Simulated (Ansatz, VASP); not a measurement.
## Rb: VASP beside Ansatz

The input INCAR:

```
ALGO     = Normal         # electronic algorithm
EDIFF    = 1E-8           # SCF threshold, eV
ENCUT    = 520            # plane-wave cutoff, eV
ISIF     = 2              # what is computed and relaxed
ISMEAR   = -1             # smearing method
LASPH    = T              # aspherical terms in the spheres
LCHARG   = F              # write CHGCAR
LEFG     = T            
LREAL    = F              # projectors in reciprocal space
LWAVE    = F              # write WAVECAR
NBANDS   = 10             # bands
NELM     = 100            # most SCF steps
PREC     = Accurate       # precision mode
SIGMA    = 0.05           # smearing width, eV
```

The input KPOINTS:

```
k-points
0
Gamma
  8 8 8
```

Contents of POSCAR:

```
Rb
1.0
   -2.8060000000      2.8060000000      2.8060000000
    2.8060000000     -2.8060000000      2.8060000000
    2.8060000000      2.8060000000     -2.8060000000
Rb
1
Direct
    0.0000000000      0.0000000000      0.0000000000
```

Input for Ansatz:

```yaml
crystal:
  lattice:
    - [-2.806, 2.806, 2.806]
    - [2.806, -2.806, 2.806]
    - [2.806, 2.806, -2.806]
  atoms:
    - { symbol: Rb, position: [0.0, 0.0, 0.0] }
kpoints:
  mp_grid: { grid: [8, 8, 8] }
  band_path:
    path:
      - [0.0, 0.0, 0.0]
      - [0.5, -0.5, 0.5]
      - [0.0, 0.0, 0.5]
      - [0.0, 0.0, 0.0]
      - [0.25, 0.25, 0.25]
      - [0.5, -0.5, 0.5]
      - [0.25, 0.25, 0.25]
      - [0.0, 0.0, 0.5]
    npoints: 5
scf:
  occupations: { method: fermi_dirac, width: 0.05 }
hamiltonian:
  xc: lda
  pseudopotentials: { kind: paw }
output:
  forces: true
  stress: true
  eigenvalues: true
  efg: { contact_densities: true }
```

Alike in both runs: task electric field gradients; functional LDA; k mesh 8 × 8 × 8; occupations fermi-dirac, width 0.05 eV; no spin polarisation.

```csv
,VASP,Ansatz
version,VASP 6.6.1,Ansatz 0.2.0
potentials or method,"VASP PAW LDA potentials, release 64 (Rb_sv)","PAW with Ansatz's default frozen-core files, scalar-relativistic"
plane-wave cutoff (eV),520,420
valence electrons in the cell,9,9
```

```tsv
	VASP	Ansatz	Ansatz less VASP
pressure (GPa)	-0.4	-0.4	0.00
```

LDA's correlation is that of Perdew and Zunger in VASP and of Perdew and Wang (1992) in Ansatz.
